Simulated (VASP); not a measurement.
# B24N23 (a cell with a defect) in VASP: single point with PBE

Aim: the single point of B24N23 (a cell with a defect) with PBE.

All numbers are computed with VASP 6.6.1; they aren't measurements. Logs are shortened: lines on timing, memory, paths and dates and some standing lists are left out, and cuts for length are marked.

**1. The cell of the first run**

The cell holds a defect, 47 atoms: a = 8.361 Å, b = 8.702 Å, c = 8.702 Å, α = 120.00°, β = 90.00°, γ = 90.00°.

**2. Single point, PBE, collinear spin (atoms taken out, then relaxed in part)**

INCAR reads:

```
PREC     = Accurate       # precision mode
ENCUT    = 520            # plane-wave cutoff, eV
EDIFF    = 1E-7           # SCF threshold, eV
ISMEAR   = 0              # smearing method
SIGMA    = 0.01           # smearing width, eV
LREAL    = Auto         
LASPH    = T              # aspherical terms in the spheres
NELM     = 150            # most SCF steps
ALGO     = Normal         # electronic algorithm
ISIF     = 2              # what is computed and relaxed
LWAVE    = F              # write WAVECAR
LCHARG   = F              # write CHGCAR
ISPIN    = 2              # spin polarisation
MAGMOM   = 0 0 0 0 0 0 0 0 0 0 0 0 0.333 0 0.333 0 0 0 0 0 0 0.333 0 0 0 0 0 0 0 0 0 0 0 0 0 0 0 0 0 0 0 0 0 0 0 0 0 # initial moments
LORBIT   = 11             # projections on sites
GGA      = PE             # functional
NELECT   = 185.0        
NBANDS   = 126            # bands
KPAR     = 2            
NCORE    = 2
```

KPOINTS reads:

```
Automatic mesh
0
Gamma
  2 2 2
```

POSCAR reads:

```
B24N23
1.0
    0.0000000000      0.0000000000      8.3612182313
    7.5364148001     -4.3511511137      0.0000000000
    0.0000000001      8.7023022272      0.0000000000
B N
24 23
Direct
    0.0000000000      0.1666666667      0.3333886271
    0.0000000000      0.6666914330      0.3333514741
    0.0000000000      0.5000539362      0.5000539362
    0.0000000000      0.3333514741      0.6666914330
    0.0000000000      0.1666666667      0.8332793971
    0.0000000000     -0.0000181408      0.5000066255
    0.0000000000      0.8333267078      0.6666419004
    0.0000000000      0.6666419004      0.8333267078
    0.0000000000      0.5000066255     -0.0000181408
    0.0000000000      0.3333886271      0.1666666667
    0.0000000000     -0.0000552938     -0.0000552938
    0.0000000000      0.8332793971      0.1666666667
    0.5000000000      0.0005463078      0.1666666667
    0.5000000000      0.5008505370      0.1666666667
    0.5000000000      0.3327870255      0.3327870255
    0.5000000000      0.1666666667      0.5008505370
    0.5000000000      0.0004037992      0.6674132627
    0.5000000000      0.8336761301      0.3329295341
    0.5000000000      0.6659200707      0.4996572033
    0.5000000000      0.4996572033      0.6659200707
    0.5000000000      0.3329295341      0.8336761301
    0.5000000000      0.1666666667      0.0005463078
    0.5000000000      0.8324827963      0.8324827963
    0.5000000000      0.6674132627      0.0004037992
    0.0000000000      0.0000102435      0.1666666667
    0.0000000000      0.5000110972      0.1666666667
    0.0000000000      0.3333230899      0.3333230899
    0.0000000000      0.1666666667      0.5000110972
    0.0000000000     -0.0000013758      0.6666736859
    0.0000000000      0.8333417284      0.3333347091
    0.0000000000      0.6666596474      0.4999916050
    0.0000000000      0.4999916050      0.6666596474
    0.0000000000      0.3333347091      0.8333417284
    0.0000000000      0.1666666667      0.0000102435
    0.0000000000      0.8333222361      0.8333222361
    0.0000000000      0.6666736859     -0.0000013758
    0.5000000000      0.6669628182      0.1666666667
    0.5000000000      0.4954206574      0.3306316391
    0.5000000000      0.3306316391      0.4954206574
    0.5000000000      0.1666666667      0.6669628182
    0.5000000000      0.0027016942      0.3314556850
    0.5000000000      0.8333333333      0.5000000000
    0.5000000000      0.6663705151      0.6663705151
    0.5000000000      0.5000000000      0.8333333333
    0.5000000000      0.3314556850      0.0027016942
    0.5000000000      0.0018776483      0.8379126759
    0.5000000000      0.8379126759      0.0018776483
```

Potentials or basis: VASP PAW PBE potentials, release 64 (B, N).

Command:

```console
$ cat potpaw_PBE.64/B/POTCAR potpaw_PBE.64/N/POTCAR > POTCAR
$ mpirun -np 4 vasp_std > vasp.out
```

OUTCAR:

```text
PREC = Accurate
   ENCUT = 520
   EDIFF = 1E-7
   ISMEAR = 0
   LREAL = Auto
   LASPH = T
   NELM = 150
   ISIF = 2
   ISPIN = 2
   LORBIT = 11
   GGA = PE
   NELECT = 185.0

 ion  position               nearest neighbor table
   1  0.000  0.167  0.333-  28 1.45  25 1.45  27 1.45
   2  0.000  0.667  0.333-  31 1.45  30 1.45  26 1.45
   3  0.000  0.500  0.500-  31 1.45  32 1.45  27 1.45
   4  0.000  0.333  0.667-  32 1.45  33 1.45  28 1.45
   5  0.000  0.167  0.833-  33 1.45  29 1.45  34 1.45
   6  0.000  1.000  0.500-  30 1.45  29 1.45  28 1.45
   7  0.000  0.833  0.667-  29 1.45  31 1.45  35 1.45
   8  0.000  0.667  0.833-  36 1.45  32 1.45  35 1.45
   9  0.000  0.500  1.000-  33 1.45  36 1.45  26 1.45
  10  0.000  0.333  0.167-  26 1.45  34 1.45  27 1.45
  11  0.000  1.000  1.000-  35 1.45  34 1.45  25 1.45
  12  0.000  0.833  0.167-  30 1.45  36 1.45  25 1.45
  13  0.500  0.001  0.167-  41 1.42  47 1.42
  14  0.500  0.501  0.167-  37 1.45  38 1.45  45 1.45
  15  0.500  0.333  0.333-  38 1.42  39 1.42
  16  0.500  0.167  0.501-  40 1.45  39 1.45  41 1.45
  17  0.500  0.000  0.667-  40 1.45  42 1.46  46 1.48
[... 28 lines left out ...]
  46  0.500  0.002  0.838-  22 1.42  23 1.45  17 1.48
  47  0.500  0.838  0.002-  13 1.42  23 1.45  24 1.48

  LATTYP: Found a hexagonal cell.
 ALAT       =     8.7023022272
 C/A-ratio  =     0.9608053148

  Lattice vectors:

 A1 = (   7.5364148001,  -4.3511511137,   0.0000000000)
 A2 = (   0.0000000001,   8.7023022272,   0.0000000000)
 A3 = (   0.0000000000,   0.0000000000,   8.3612182313)

Analysis of symmetry for initial positions (statically):
=====================================================================
 Subroutine PRICEL returns:
 Original cell was already a primitive cell.

 Routine SETGRP: Setting up the symmetry group for a
 hexagonal supercell.

 Subroutine GETGRP returns: Found 12 space group operations
 (whereof  4 operations were pure point group operations)
 out of a pool of 24 trial point group operations.

The static configuration has the point symmetry C_2v.
 The point group associated with its full space group is D_3h.

Analysis of symmetry for dynamics (positions and initial velocities):
=====================================================================
 Subroutine PRICEL returns:
 Original cell was already a primitive cell.

 Routine SETGRP: Setting up the symmetry group for a
 hexagonal supercell.

 Subroutine GETGRP returns: Found 12 space group operations
[... 232 lines left out ...]
  ---------------------------------------------------
  ext. energy  EPLUGINS =         0.00000000
  ---------------------------------------------------
  free energy    TOTEN  =      -410.25543422 eV

  energy without entropy =     -410.25488750  energy(sigma->0) =     -410.25516086

 E-fermi :   0.3343     XC(G=0):  -8.4371

 val. band max:        0.3218605077   @ k =   0.5000   0.0000   0.0000
 cond. band min:       0.3482228444   @ k =   0.0000   0.0000   0.0000
 fundamental gap:      0.0263623367
 Fermi energy:         0.3342821019

 spin component 1

 k-point     1 :       0.0000    0.0000    0.0000
  band No.  band energies     occupation
      1     -17.2353      1.00000
      2     -17.1264      1.00000
      3     -15.9079      1.00000
      4     -15.9079      1.00000
      5     -15.7566      1.00000
      6     -15.7566      1.00000
[... 417 lines left out ...]
    103       6.1737      0.00000
    104       6.3006      0.00000
 Fermi energy:         0.3342821019

 spin component 2

 k-point     1 :       0.0000    0.0000    0.0000
  band No.  band energies     occupation
      1     -17.2353      1.00000
      2     -17.1263      1.00000
      3     -15.9078      1.00000
      4     -15.9078      1.00000
      5     -15.7566      1.00000
      6     -15.7566      1.00000
[... 417 lines left out ...]
    103       6.1737      0.00000
    104       6.3006      0.00000
 [bands above 104 left out]

------------------------ aborting loop because EDIFF is reached ----------------------------------------

  FORCE on cell =-STRESS in cart. coord.  units (eV):
  Direction    XX          YY          ZZ          XY          YZ          ZX
  --------------------------------------------------------------------------------------
  -------------------------------------------------------------------------------------
  Total      -19.8574630    -19.8574630    -13.2953132      0.0000000      0.0000000      0.0000000
  in kB      -58.0184108    -58.0184108    -38.8454932      0.0000000      0.0000000      0.0000000
  external PRESSURE =     -51.6274383 kB  Pullay stress =       0.0000000 kB

 VOLUME and BASIS-vectors are now :
 -----------------------------------------------------------------------------
  energy-cutoff  :      520.00
  volume of cell :      548.36
      direct lattice vectors                 reciprocal lattice vectors
     0.000000000  0.000000000  8.361218231     0.000000000  0.000000000  0.119599797
     7.536414800 -4.351151114  0.000000000     0.132689087 -0.000000000  0.000000000
     0.000000000  8.702302227  0.000000000     0.066344544  0.114912120  0.000000000

 POSITION                                       TOTAL-FORCE (eV/Angst)
 -----------------------------------------------------------------------------------
      1.25607      2.17606      0.00000        -0.000000     -0.005850      0.000000
      5.02446      0.00005      0.00000        -0.002290     -0.000471      0.000000
      3.76861      2.17581      0.00000        -0.005439     -0.003140      0.000000
      2.51227      4.35129      0.00000        -0.001553     -0.001747      0.000000
      1.25607      6.52626      0.00000         0.000000      0.006281      0.000000
      7.53628      0.00014      0.00000         0.001553     -0.001747      0.000000
[... 39 lines left out ...]
      0.01415      7.28360      4.18061        -0.000619      0.004697     -0.000000
      6.31486     -3.62954      4.18061         0.003758     -0.002885      0.000000
 -----------------------------------------------------------------------------------
    total drift:                                0.000107      0.000067      0.000000

  FREE ENERGIE OF THE ION-ELECTRON SYSTEM (eV)
  ---------------------------------------------------
  free  energy   TOTEN  =      -410.2554342214 eV

  energy  without entropy=     -410.2548875002  energy(sigma->0) =     -410.25516086

 total charge

# of ion       s       p       d       tot
------------------------------------------
    1        0.738   1.405   0.000   2.143
    2        0.738   1.405   0.000   2.143
    3        0.738   1.405   0.000   2.143
    4        0.738   1.405   0.000   2.143
    5        0.738   1.405   0.000   2.143
    6        0.738   1.405   0.000   2.143
[... 39 lines left out ...]
   46        1.224   2.766   0.000   3.990
   47        1.224   2.766   0.000   3.990
--------------------------------------------------
tot         45.762  96.508   0.000 142.270

 magnetization (x)

# of ion       s       p       d       tot
------------------------------------------
    1       -0.000  -0.000   0.000  -0.000
    2       -0.000  -0.000   0.000  -0.000
    3       -0.000  -0.000   0.000  -0.000
    4       -0.000  -0.000   0.000  -0.000
    5       -0.000  -0.000   0.000  -0.000
    6       -0.000  -0.000   0.000  -0.000
[... 39 lines left out ...]
   46        0.000   0.000   0.000   0.000
   47        0.000   0.000   0.000   0.000
--------------------------------------------------
tot          0.000   0.001   0.000   0.001
```

It took 12 min on 4 MPI ranks of Intel Xeon Platinum 8375C at 2.90GHz (Ice Lake), shared host; peak memory 0.64 GiB.

What came out:

```
Free energy                                           : -410.2554 eV
Largest force                                         : 0.027 eV/Å
Net moment                                            : 0.00 μB per cell
Valence electrons inside the program's atomic spheres : B 2.14, 1.91, 2.10 (each value once); N 3.99, 4.00 (each value once)
```

Forces on the atoms (eV/Å):
```
B    0.000 -0.006  0.000
B   -0.002  0.000  0.000
B   -0.005 -0.003  0.000
B   -0.002 -0.002  0.000
B    0.000  0.006  0.000
B    0.002 -0.002  0.000
B    0.001  0.002  0.000
B    0.002  0.000  0.000
B   -0.001  0.002  0.000
B   -0.005  0.003  0.000
B    0.005  0.003  0.000
B    0.005 -0.003  0.000
B    0.023 -0.013  0.000
B    0.001 -0.001  0.000
B   -0.023 -0.013  0.000
B    0.000  0.002  0.000
B    0.005 -0.003  0.000
B   -0.005 -0.002  0.000
B    0.000  0.005  0.000
B    0.005 -0.002  0.000
B   -0.005 -0.003  0.000
B    0.000  0.027  0.000
B   -0.001 -0.001  0.000
B    0.000  0.005  0.000
N   -0.002  0.001  0.000
N    0.003 -0.002  0.000
N    0.002  0.001  0.000
N    0.000  0.004  0.000
N   -0.001 -0.001  0.000
N    0.000  0.001  0.000
N    0.001  0.000  0.000
N    0.000  0.001  0.000
N    0.001 -0.001  0.000
N    0.000 -0.003  0.000
N   -0.003 -0.002  0.000
N   -0.001  0.000  0.000
N   -0.003  0.002  0.000
N   -0.004 -0.003  0.000
N   -0.004 -0.002  0.000
N    0.000 -0.003  0.000
N    0.004 -0.002  0.000
N    0.000  0.000  0.000
N    0.003  0.002  0.000
N    0.000  0.000  0.000
N    0.001  0.005  0.000
N   -0.001  0.005  0.000
N    0.004 -0.003  0.000
```

Caveat: the k points lie up to 0.42 Å⁻¹ apart; the cell carries a net charge on a neutralising background, which shifts energy and pressure; the cell differs from its parent crystal (atoms taken out, then relaxed in part); the cell is charged against a uniform background, so pressure and absolute levels hang on convention.
